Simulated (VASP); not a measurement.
Here is a VASP 6.6.1 calculation.

Contents of INCAR:

```
PREC = Accurate
ENCUT = 600
EDIFF = 1E-6
ISMEAR = 0
SIGMA = 0.1
LREAL = False
LASPH = True
NELM = 100
ALGO = Normal
ISIF = 3
LWAVE = False
LCHARG = False
GGA = PE
IBRION = 2
NSW = 90
EDIFFG = -0.04
```

KPOINTS

```
regular mesh
0
Gamma
  3 3 6
```

Contents of POSCAR:

```
KP5
1.0
    6.1546860451      0.0000000000      0.0000000000
   -3.0773430226      5.3301144674      0.0000000000
    0.0000000000      0.0000000000      3.4316092245
K P
1 5
Direct
    0.0000000000      0.0000000000      0.0000000000
    0.5000000000      0.0000000000      0.5000000000
    0.5000000000      0.5000000000      0.5000000000
    0.0000000000      0.5000000000      0.5000000000
    0.3333333333      0.6666666667      0.0000000000
    0.6666666667      0.3333333333      0.0000000000
```

Potentials or basis: VASP PAW PBE potentials, release 64 (K_sv, P).

The run is started by

```bash
$ cat potpaw_PBE.64/K_sv/POTCAR potpaw_PBE.64/P/POTCAR > POTCAR
$ mpirun -np 1 vasp_std > vasp.out
```

Problem. Estimate the relaxed volume.

Solution. 19.04 Å³/atom.

Problem. Estimate the band gap on the k mesh.

Solution. Zero (bands 17 and 18 overlap by 1.75 eV).

Stress tensor (GPa, compression positive):
```
-0.16  0.00  0.00
 0.00 -0.16  0.00
 0.00  0.00  0.09
```

Caveat: the k points lie up to 0.38 Å⁻¹ apart in the final cell, too coarse for converged energies and pressures of a metal.
